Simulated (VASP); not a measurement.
Set up this calculation in VASP 6.6.1, as the native input.

```yaml
Task: single point
Functional: PBE
Dispersion: D3(BJ)
Potentials_or_basis: VASP PAW PBE potentials, release 64 (Se, W_sv)
Cutoff: 520 eV
k_mesh: 9 × 9 × 1
Occupations: gaussian, width 0.05 eV
Spin: no spin polarisation
Dipole_correction: yes
Further_INCAR_settings: ALGO = Normal; EDIFF = 1e-06; NBANDS = 35
```

The structure of WSe2 lies in POSCAR:

```
WSe2
1.0
    3.2854927591      0.0000000000      0.0000000000
   -1.6427463796      2.8453201933      0.0000000000
    0.0000000000      0.0000000000     24.2386469112
Se W
4 2
Direct
    0.3333333333      0.6666666667      0.1856539277
    0.3333333333      0.6666666667      0.3246601794
    0.5000000000      1.0000000000      0.4529676717
    0.5000000000      1.0000000000      0.5919739235
    0.6666666667      0.3333333333      0.2551570535
    0.1666666667      1.3333333333      0.5224707976
```

This cell differs from its parent crystal: layers slid over each other.

The input as run:

INCAR

```
ALGO = Normal ; DIPOL = 0.5 0.5 0.389
EDIFF = 1E-6 ; ENCUT = 520
GGA = PE ; IDIPOL = 3
ISIF = 2 ; ISMEAR = 0
IVDW = 12 ; LASPH = True
LCHARG = False ; LDIPOL = True
LREAL = False ; LWAVE = False
NBANDS = 35 ; NELM = 80
PREC = Accurate ; SIGMA = 0.05
```

KPOINTS

```
k-points
0
Gamma
  9 9 1
```

Potentials or basis: VASP PAW PBE potentials, release 64 (Se, W_sv).

Command:

```bash
$ cat potpaw_PBE.64/Se/POTCAR potpaw_PBE.64/W_sv/POTCAR > POTCAR
$ mpirun -np 1 vasp_std > vasp.out
```

Results of the run:

- Largest force: 0.207 eV/Å
- Band gap on the k mesh: 1.34 eV (least direct gap 1.63 eV)
- Dispersion energy per atom: -0.400 eV

Caveat: the cell differs from its parent crystal (layers slid over each other); spin-orbit coupling is left out, which moves the levels of the heavy elements.

Wall time 2.4 min on 1 thread of AMD EPYC 9R45 96-Core Processor (Zen 5), on a shared host, peak memory 0.39 GiB.
